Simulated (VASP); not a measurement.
A run of VASP 6.6.1 is set up as follows.

File INCAR:

```
SYSTEM = CoO
PREC = Accurate
ENCUT = 520
EDIFF = 1E-7
ISMEAR = -1
SIGMA = 0.05
LREAL = .False.
LASPH = .True.
NELM = 150
ALGO = Normal
ISIF = 2
LWAVE = .False.
LCHARG = .False.
ISPIN = 2
MAGMOM = 2 0
LORBIT = 11
LMAXMIX = 4
GGA = PE
IVDW = 12
NBANDS = 18
```

The input KPOINTS:

```
regular mesh
0
Gamma
  11 11 10
  0 0 0
```

Contents of POSCAR:

```
CoO
1.0
    2.8057660255     -0.0000000028      0.0000000000
   -1.4028830103      2.4298646566      0.0000000000
    0.0000000000      0.0000000000      2.7154552535
Co O
1 1
Direct
    0.0000000000      0.0000000000      0.0000000000
    0.6666666667      0.3333333333      0.5000000000
```

Potentials or basis: VASP PAW PBE potentials, release 64 (Co, O).

The run is started by

```console
$ cat potpaw_PBE.64/Co/POTCAR potpaw_PBE.64/O/POTCAR > POTCAR
$ mpirun -np 1 vasp_std > vasp.out
```

Task: Estimate the net moment.

Result: 3.00 μB per cell.

Task: Predict the dispersion energy per atom.

Result: -0.232 eV.

Task: Estimate the pressure.

Result: -1.0 GPa.

Stress tensor (GPa, compression positive):
```
-0.82  0.00  0.00
 0.00 -0.82  0.00
 0.00  0.00 -1.28
```

Caveat: three body term missing; a cell with one magnetic atom can't hold antiferromagnetic order, which such compounds often take.
